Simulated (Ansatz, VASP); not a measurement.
## Two plane-wave programs on K2Be

```xyz
3
Lattice="-1.9958 1.9958 4.8959 1.9958 -1.9958 4.8959 1.9958 1.9958 -4.8959" Properties=species:S:1:pos:R:3 pbc="T T T"
K     0.0000    0.0000    6.5115
K     0.0000    0.0000    3.2802
Be    0.0000    0.0000    0.0000
```

Alike in both runs: task single point; functional PBE; k mesh 6 × 6 × 6; occupations gaussian, width 0.1 eV; no spin polarisation.

|  | VASP | Ansatz |
| --- | --- | --- |
| version | VASP 6.6.1 | Ansatz 0.2.0 |
| potentials or method | VASP PAW PBE potentials, release 64 (K_sv, Be), cutoff 520 eV | scalar-relativistic, plane waves, PAW |
| valence electrons in the cell | 20 | 20 |

```csv
,VASP,Ansatz,Ansatz less VASP
gap on the k mesh at the Fermi level (eV),none,none,-
pressure (GPa),7.8,7.8,-0.05
"traceless stress, the component that is largest in VASP (GPa)",0.37,0.36,-0.013
rms of the force components (eV/Å),0.196,0.195,-0.0004
```

Atom by atom the forces differ by 0.000 eV/Å (rms over components). A gap of «none» marks a metal or a gap that the smearing closes.

The k mesh is coarse, so the values compare programs but aren't converged.
